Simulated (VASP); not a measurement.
Rh: single point with r2SCAN

Rh:

```
Rh
1.0
     2.73098    0.00000    0.00000
    -1.36549    2.36510    0.00000
     0.00000    0.00000    4.42849
Rh
2
Direct
  0.66667 0.33333 0.75000
  0.33333 0.66667 0.25000
```

```
Program             : VASP 6.6.1
Task                : single point
Functional          : r2SCAN
Potentials or basis : VASP PAW PBE potentials, release 64 (Rh_pv)
Cutoff              : 520 eV
k mesh              : 10 × 10 × 5
Occupations         : fermi-dirac, width 0.2 eV
Spin                : no spin polarisation
```

```json
{"Pressure": "-6.8 GPa", "Band gap on the k mesh": "zero (band 15 reaches 11.72 eV, above the bottom of band 16 at 9.50 eV)"}
```

Stress tensor (GPa, compression positive):
```
-6.47  0.00  0.00
 0.00 -6.47  0.00
 0.00  0.00 -7.54
```

Levels at points of the mesh, in eV from the Fermi level:
```
           k point  band 11  band 12  band 13  band 14  band 15  band 16  band 17  band 18  band 19  band 20
(0.00, 0.00, 0.00)    -2.92    -2.42    -2.42    -1.82    -1.82     0.17     0.17     0.93     8.67    16.69
(0.50, 0.00, 0.00)    -2.62    -2.15    -2.00     0.45     0.63     0.75     3.12     5.26    10.62    11.03
```

It used 120 s of CPU time on 1 thread of AMD EPYC 7R13 Processor (Zen 3), with other jobs on the host.

Caveat: the PAW data sets were made with another functional, which shifts forces and pressure a little.
